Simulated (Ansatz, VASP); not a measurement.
# One calculation of SnSe4, two programs

The input INCAR:

```
PREC     = Accurate       # precision mode
ENCUT    = 600            # plane-wave cutoff, eV
EDIFF    = 1E-7           # SCF threshold, eV
ISMEAR   = 0              # smearing method
SIGMA    = 0.1            # smearing width, eV
LREAL    = F              # projectors in reciprocal space
LASPH    = T              # aspherical terms in the spheres
NELM     = 100            # most SCF steps
ALGO     = Normal         # electronic algorithm
ISIF     = 3              # what is computed and relaxed
LWAVE    = F              # write WAVECAR
LCHARG   = F              # write CHGCAR
GGA      = PE             # functional
IBRION   = 2              # ionic algorithm
NSW      = 90             # ionic steps
EDIFFG   = -0.04          # ionic threshold
```

Contents of KPOINTS:

```
Automatic mesh
0
Gamma
  4 4 4
```

POSCAR

```
SnSe4
1.0
    5.3603027000      0.0000000000      0.0000000000
    0.0000000000      5.3603027000      0.0000000000
    0.0000000000      0.0000000000      5.3603027000
Sn Se
1 4
Direct
    0.0000000000      0.0000000000      0.0000000000
    0.2500000000      0.2500000000      0.2500000000
    0.7500000000      0.7500000000      0.2500000000
    0.2500000000      0.7500000000      0.7500000000
    0.7500000000      0.2500000000      0.7500000000
```

Input for Ansatz:

```yaml
crystal:
  lattice:
    - [5.3603027, 0.0, 0.0]
    - [0.0, 5.3603027, 0.0]
    - [0.0, 0.0, 5.3603027]
  atoms:
    - { symbol: Sn, position: [0.0, 0.0, 0.0] }
    - { symbol: Se, position: [0.25, 0.25, 0.25] }
    - { symbol: Se, position: [0.75, 0.75, 0.25] }
    - { symbol: Se, position: [0.25, 0.75, 0.75] }
    - { symbol: Se, position: [0.75, 0.25, 0.75] }
basis:
  ecutwfc: 420
kpoints:
  mp_grid: { grid: [4, 4, 4] }
hamiltonian:
  xc: pbe
scf:
  occupations: { method: gaussian, width: 0.1 }
  lower_state_search: "off"
output:
  forces: true
  stress: true
  eigenvalues: true
relax:
  adjacent_minimum: "off"
  f_tol: 0.04
  max_steps: 70
  cell: { stress_tol: 0.4 }
```

Change from the starting cell: species swapped into the SnI4 type (P-43m, No. 215).

Alike in both runs: task relaxation of cell and atoms; functional PBE; k mesh 4 × 4 × 4; occupations gaussian, width 0.1 eV; no spin polarisation.

|  | VASP | Ansatz |
| --- | --- | --- |
| version | VASP 6.6.1 | Ansatz 0.2.0 |
| potentials or method | VASP PAW PBE potentials, release 64 (Sn_d, Se), cutoff 600 eV | scalar-relativistic, plane waves, PAW |
| valence electrons in the cell | 38 | 78 |

|  | VASP | Ansatz | Ansatz less VASP |
| --- | --- | --- | --- |
| gap on the k mesh at the Fermi level, each at its own relaxed structure (eV) | none | none | - |
| relaxed volume (Å³/atom) | 26.86 | 26.74 | -0.117 |
| relaxed cell length with the largest relative difference (Å) | 5.121 | 5.114 | -0.0075 |

A gap of «none» marks a metal or a gap that the smearing closes. VASP's potentials hold 38 valence electrons a cell and Ansatz's 78, so a difference there can come from the potentials and not from the codes.
